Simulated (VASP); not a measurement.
# NaF (P3_212) in VASP: notebook, part 2 of 2

VASP 6.6.1. Earlier steps stand in the parts before.

## (3) Single point, PBE

This run uses another cell than the first one, of 15.49 Å³/atom.

INCAR

```
PREC = Accurate
ENCUT = 520
EDIFF = 1E-6
ISMEAR = 0
SIGMA = 0.1
LREAL = False
LASPH = True
NELM = 80
ALGO = Normal
ISIF = 2
LWAVE = False
LCHARG = False
GGA = PE
NBANDS = 30
```

KPOINTS

```
regular mesh
0
Gamma
  6 6 4
```

POSCAR

```
NaF
1.0
    3.8085309178      0.0000000030      0.0000000000
   -1.9042654615      3.2982845245      0.0000000000
    0.0000000000      0.0000000000      7.4001015662
Na F
3 3
Direct
    0.1637248621      0.8362751379      0.6666666667
    0.1637248621      0.3274497242      0.3333333333
    0.6725502758      0.8362751379      0.0000000000
    0.8354823857      0.1645176143      0.6666666667
    0.8354823857      0.6709647714      0.3333333333
    0.3290352286      0.1645176143      0.0000000000
```

Potentials or basis: VASP PAW PBE potentials, release 64 (Na_pv, F).

Started as:

```console
> cat potpaw_PBE.64/Na_pv/POTCAR potpaw_PBE.64/F/POTCAR > POTCAR
> mpirun -np 1 vasp_std > vasp.out
```

OUTCAR:

```text
PREC = Accurate
   ENCUT = 520
   EDIFF = 1E-6
   ISMEAR = 0
   LREAL = False
   LASPH = True
   NELM = 80
   ISIF = 2
   GGA = PE

 ion  position               nearest neighbor table
   1  0.164  0.836  0.667-   4 2.17   4 2.22   4 2.22
   2  0.164  0.327  0.333-   5 2.17   5 2.22   5 2.22
   3  0.673  0.836  0.000-   6 2.17   6 2.22   6 2.22
   4  0.835  0.165  0.667-   1 2.17   1 2.22   1 2.22
   5  0.835  0.671  0.333-   2 2.17   2 2.22   2 2.22
   6  0.329  0.165  0.000-   3 2.17   3 2.22   3 2.22

  LATTYP: Found a hexagonal cell.
 ALAT       =     3.8085309178
 C/A-ratio  =     1.9430330818

  Lattice vectors:

 A1 = (   3.8085309178,   0.0000000030,   0.0000000000)
 A2 = (  -1.9042654615,   3.2982845245,   0.0000000000)
 A3 = (   0.0000000000,   0.0000000000,   7.4001015662)

Analysis of symmetry for initial positions (statically):
=====================================================================
 Subroutine PRICEL returns:
 Original cell was already a primitive cell.

 Routine SETGRP: Setting up the symmetry group for a
 hexagonal supercell.

 Subroutine GETGRP returns: Found  6 space group operations
 (whereof  2 operations were pure point group operations)
 out of a pool of 24 trial point group operations.

The static configuration has the point symmetry C_2 .
 The point group associated with its full space group is D_3 .

Analysis of symmetry for dynamics (positions and initial velocities):
=====================================================================
 Subroutine PRICEL returns:
 Original cell was already a primitive cell.

 Routine SETGRP: Setting up the symmetry group for a
 hexagonal supercell.

 Subroutine GETGRP returns: Found  6 space group operations
 (whereof  2 operations were pure point group operations)
 out of a pool of 24 trial point group operations.

The dynamic configuration has the point symmetry C_2 .
 The point group associated with its full space group is D_3 .

 Subroutine INISYM returns: Found  6 space group operations
 (whereof  2 operations are pure point group operations),
 and found     1 'primitive' translations

----------------------------------------------------------------------------------------

                                     Primitive cell

  volume of cell :      92.9573

  direct lattice vectors                    reciprocal lattice vectors
     3.808530918  0.000000003  0.000000000     0.262568434  0.151593956  0.000000000
    -1.904265462  3.298284525  0.000000000    -0.000000000  0.303187912  0.000000000
     0.000000000  0.000000000  7.400101566     0.000000000  0.000000000  0.135133280

  length of vectors
     3.808530918  3.808530918  7.400101566     0.303187912  0.303187912  0.135133280

  position of ions in fractional coordinates (direct lattice)
     0.163724862  0.836275138  0.666666667
     0.163724862  0.327449724  0.333333333
     0.672550276  0.836275138  0.000000000
     0.835482386  0.164517614  0.666666667
     0.835482386  0.670964771  0.333333333
     0.329035229  0.164517614  0.000000000

  ion indices of the primitive-cell ions
   primitive index   ion index
                 1           1
                 2           2
                 3           3
                 4           4
                 5           5
                 6           6

----------------------------------------------------------------------------------------

 KPOINTS: regular mesh

Automatic generation of k-mesh.
 Grid dimensions read from file:
 generate k-points for:    6    6    4

 Generating k-lattice:

  Cartesian coordinates                     Fractional coordinates (reciprocal lattice)
     0.043761406  0.025265659  0.000000000     0.166666667 -0.000000000  0.000000000
    -0.000000000  0.050531319  0.000000000    -0.000000000  0.166666667  0.000000000
     0.000000000  0.000000000  0.033783320     0.000000000  0.000000000  0.250000000

  Length of vectors
     0.050531319  0.050531319  0.033783320

  Shift w.r.t. Gamma in fractional coordinates (k-lattice)
     0.000000000  0.000000000  0.000000000

 Subroutine IBZKPT returns following result:
 ===========================================

 Found     24 irreducible k-points:

 Following reciprocal coordinates:
            Coordinates               Weight
  0.000000  0.000000  0.000000      1.000000
  0.166667  0.000000  0.000000      6.000000
  0.333333  0.000000  0.000000      6.000000
  0.500000  0.000000  0.000000      3.000000
  0.166667  0.166667  0.000000      6.000000
  0.333333  0.166667  0.000000     12.000000
[... 16 lines left out ...]
  0.333333  0.166667  0.500000     12.000000
  0.333333  0.333333  0.500000      2.000000
   k-points           NKPTS =     24   k-points in BZ     NKDIM =     24   number of bands    NBANDS=     30
   number of dos      NEDOS =    301   number of ions     NIONS =      6
   total plane-waves  NPLWV =  43904
   dimension x,y,z NGX =    28 NGY =   28 NGZ =   56
   dimension x,y,z NGXF=    56 NGYF=   56 NGZF=  112
   ions per type =               3   3
   NGX,Y,Z   is equivalent  to a cutoff of  12.22, 12.22, 12.58 a.u.
   NGXF,Y,Z  is equivalent  to a cutoff of  24.44, 24.44, 25.16 a.u.
 SYSTEM =  unknown system
   PREC   = accura    normal or accurate (medium, high low for compatibility)
   ISTART =      0    job   : 0-new  1-cont  2-samecut
   ICHARG =      2    charge: 1-file 2-atom 10-const
   ISPIN  =      1    spin polarized calculation?
   LNONCOLLINEAR =      F non collinear calculations
   LSORBIT =      F    spin-orbit coupling
   LASPH  =      T    aspherical Exc in radial PAW
   ENCUT  =  520.0 eV  38.22 Ry    6.18 a.u.   7.08  7.08 13.76*2*pi/ulx,y,z
   NELM   =     80;   NELMIN=  2; NELMDL= -5     # of ELM steps
   EDIFF  = 0.1E-05   stopping-criterion for ELM
   LREAL  =      F    real-space projection
[... 7 lines left out ...]
   TEBEG  =    0.0;   TEEND  =   0.0 temperature during run
   PSTRESS=    0.0 pullay stress
   NELECT =      42.0000    total number of electrons
   NUPDOWN=      -1.0000    fix difference up-down
   EMIN   =  10.00;   EMAX   =-10.00  energy-range for DOS
   EFERMI =   0.00;   METHOD = LEGACY
   ISMEAR =     0;   SIGMA  =   0.10  broadening in eV -4-tet -1-fermi 0-gaus
   EFERMI_NEDOS =   21; number of points for ismear=-14 and -15
   IALGO  =     38    algorithm
   IMIX   =      4    mixing-type and parameters
     AMIX     =   0.40;   BMIX     =  1.00
     AMIX_MAG =   1.60;   BMIX_MAG =  1.00
  volume/ion in A,a.u.               =      15.49       104.55
  Fermi-wavevector in a.u.,A,eV,Ry     =   1.256214  2.373900 21.470982  1.578073
  Thomas-Fermi vector in A             =   2.389933
   LORBIT       =      0    0 simple, 1 ext, 2 COOP (PROOUT), +10 PAW based schemes
   GGA     = PE    functional components
   LHFCALC =     F    Hartree Fock is set to
   AEXX    =    0.0000 exact exchange contribution
   IVDW    =     0    specifies the selected vdW correction
   LEPSILON=     F    determine dielectric tensor
   LRPA    =     F    only Hartree local field effects (RPA)
 non-spin polarized calculation
 Gauss-broadening in eV      SIGMA  =   0.10
  energy-cutoff  :      520.00
  volume of cell :       92.96
 maximum number of plane-waves:      2535
   NGX = 15   NGY = 15   NGZ = 27

 number of electron      41.9999990 magnetization

 Free energy of the ion-electron system (eV)
  ---------------------------------------------------
  ext. energy  EPLUGINS =         0.00000000
  ---------------------------------------------------
  free energy    TOTEN  =       -24.64321963 eV

  energy without entropy =      -24.64321963  energy(sigma->0) =      -24.64321963

 E-fermi :  -2.0897     XC(G=0):  -8.0334

 val. band max:       -2.5028677299   @ k =   0.0000   0.0000   0.0000
 cond. band min:       2.3417944051   @ k =   0.0000   0.0000   0.0000
 fundamental gap:      4.8446621350
 Fermi energy:        -2.0897478890

 k-point     1 :       0.0000    0.0000    0.0000
  band No.  band energies     occupation
      1     -22.5599      2.00000
      2     -22.5599      2.00000
      3     -22.4511      2.00000
      4     -22.4395      2.00000
      5     -22.3999      2.00000
      6     -22.3999      2.00000
[... 781 lines left out ...]
     29      11.7440      0.00000
     30      11.8632      0.00000

------------------------ aborting loop because EDIFF is reached ----------------------------------------

  FORCE on cell =-STRESS in cart. coord.  units (eV):
  Direction    XX          YY          ZZ          XY          YZ          ZX
  --------------------------------------------------------------------------------------
  -------------------------------------------------------------------------------------
  Total        0.0252692      0.0252692      0.0728369     -0.0000000      0.0000000      0.0000000
  in kB        0.4355312      0.4355312      1.2553898     -0.0000000      0.0000000      0.0000000
  external PRESSURE =       0.7088174 kB  Pullay stress =       0.0000000 kB

 VOLUME and BASIS-vectors are now :
 -----------------------------------------------------------------------------
  energy-cutoff  :      520.00
  volume of cell :       92.96
      direct lattice vectors                 reciprocal lattice vectors
     3.808530918  0.000000003  0.000000000     0.262568434  0.151593956  0.000000000
    -1.904265462  3.298284525  0.000000000    -0.000000000  0.303187912  0.000000000
     0.000000000  0.000000000  7.400101566     0.000000000  0.000000000  0.135133280

 POSITION                                       TOTAL-FORCE (eV/Angst)
 -----------------------------------------------------------------------------------
     -0.96894      2.75827      4.93340         0.002894     -0.001671      0.000000
     -0.00000      1.08002      2.46670        -0.000000      0.003342     -0.000000
      0.96894      2.75827      0.00000        -0.002894     -0.001671     -0.000000
      2.86868      0.54263      4.93340        -0.005822      0.003361      0.000000
      1.90427      2.21303      2.46670         0.000000     -0.006722     -0.000000
      0.93986      0.54263      0.00000         0.005822      0.003361     -0.000000
 -----------------------------------------------------------------------------------
    total drift:                               -0.000023     -0.000011     -0.000000

  FREE ENERGIE OF THE ION-ELECTRON SYSTEM (eV)
  ---------------------------------------------------
  free  energy   TOTEN  =       -24.6432196306 eV

  energy  without entropy=      -24.6432196306  energy(sigma->0) =      -24.64321963
```

stdout:

```text
POSCAR found type information on POSCAR NaF
 POSCAR found :  2 types and       6 ions
 scaLAPACK will be used
 LDA part: xc-table for (Slater+PW92), standard interpolation
 POSCAR, INCAR and KPOINTS ok, starting setup
 FFT: planning ... GRIDC
 FFT: planning ... GRID_SOFT
 FFT: planning ... GRID
 WAVECAR not read
 entering main loop
```

Run time: 29 s. Hardware: 1 thread of Intel Xeon 6975P-C (Granite Rapids), shared host; peak memory 0.21 GiB.

Results:

| Quantity | Value |
| --- | --- |
| Free energy | -24.6432 eV |
| Pressure | 0.1 GPa |
| Largest force | 0.007 eV/Å |
| Band gap on the k mesh | 4.84 eV |

Forces in eV/Å, atoms in the order of the input:
```
Na   0.003 -0.002  0.000
Na   0.000  0.003  0.000
Na  -0.003 -0.002  0.000
F   -0.006  0.003  0.000
F    0.000 -0.007  0.000
F    0.006  0.003  0.000
```

## (4) Single point, PBE

This run uses another cell than the first one, of 15.70 Å³/atom.

INCAR

```
SYSTEM = NaF
  PREC = Accurate
  ENCUT = 520
  EDIFF = 1E-7
  ISMEAR = 0
  SIGMA = 0.02
  LREAL = .False.
  LASPH = .True.
  NELM = 100
  ALGO = Normal
  ISIF = 2
  LWAVE = .False.
  LCHARG = .False.
  GGA = PE
  NBANDS = 30
```

KPOINTS

```
Automatic mesh
0
Gamma
  6 6 4
  0 0 0
```

POSCAR

```
NaF
1.0
    3.8034617110      0.0000000000      0.0000000000
   -1.9017308555      3.2938944641      0.0000000000
    0.0000000000      0.0000000000      7.5169042312
Na F
3 3
Direct
    0.1636812733      0.8363187267      0.6666666667
    0.1636812733      0.3273625465      0.3333333333
    0.6726374535      0.8363187267      0.0000000000
    0.8351443610      0.1648556390      0.6666666667
    0.8351443610      0.6702887219      0.3333333333
    0.3297112781      0.1648556390      0.0000000000
```

Started as:

```console
> cat potpaw_PBE.64/Na_pv/POTCAR potpaw_PBE.64/F/POTCAR > POTCAR
> mpirun -np 1 vasp_std > vasp.out
```

It took 30 s on 1 thread of Intel Xeon 6975P-C (Granite Rapids), shared host; peak memory 0.21 GiB.

It converged, with:

```yaml
Free_energy: -24.6446 eV
Pressure: -0.1 GPa
Largest_force: 0.003 eV/Å
Band_gap_on_the_k_mesh: 4.83 eV
```

Forces in eV/Å, atoms in the order of the input:
```
Na   0.003 -0.002  0.000
Na   0.000  0.003  0.000
Na  -0.003 -0.002  0.000
F   -0.002  0.001  0.000
F    0.000 -0.002  0.000
F    0.002  0.001  0.000
```

Stress tensor (GPa, compression positive):
```
 0.00  0.00  0.00
 0.00  0.00  0.00
 0.00  0.00 -0.17
```

Levels at points of the mesh, in eV from the valence-band top:
```csv
k point,band 19,band 20,band 21,band 22,band 23,band 24
"(0.00, 0.00, 0.00)",-0.50,-0.50,0.00,4.83,8.07,8.07
"(0.50, 0.00, 0.00)",-0.60,-0.33,-0.25,8.52,8.81,9.86
"(0.00, 0.00, 0.50)",-0.42,-0.42,-0.42,5.84,5.84,10.72
"(0.50, 0.00, 0.50)",-0.53,-0.39,-0.16,8.82,8.87,9.44
```

## (5) Summary

```tsv
cell	smearing	gap on the mesh (eV)	pressure (GPa)	largest force (eV/Å)
a = 3.719, b = 3.719, c = 6.080 Å, angles 90.0, 90.0, 120.0°, 6 atoms, atomic positions A	gaussian 0.1 eV	5.45	10.7	0.33
a = 3.809, b = 3.809, c = 7.400 Å, angles 90.0, 90.0, 120.0°, 6 atoms, atomic positions B	gaussian 0.1 eV	4.84	0.1	0.01
a = 3.803, b = 3.803, c = 7.517 Å, angles 90.0, 90.0, 120.0°, 6 atoms, atomic positions B	gaussian 0.02 eV	4.83	-0.1	-
```

Alike in all rows: task single point; level PBE; potentials or basis VASP PAW PBE potentials, release 64 (Na_pv, F); no spin polarisation; k mesh 6 × 6 × 4; cutoff (eV) 520.

Caveats: the cell stands under pressure (at least some runs).

Absolute energies hang on the potentials; compare differences alone.
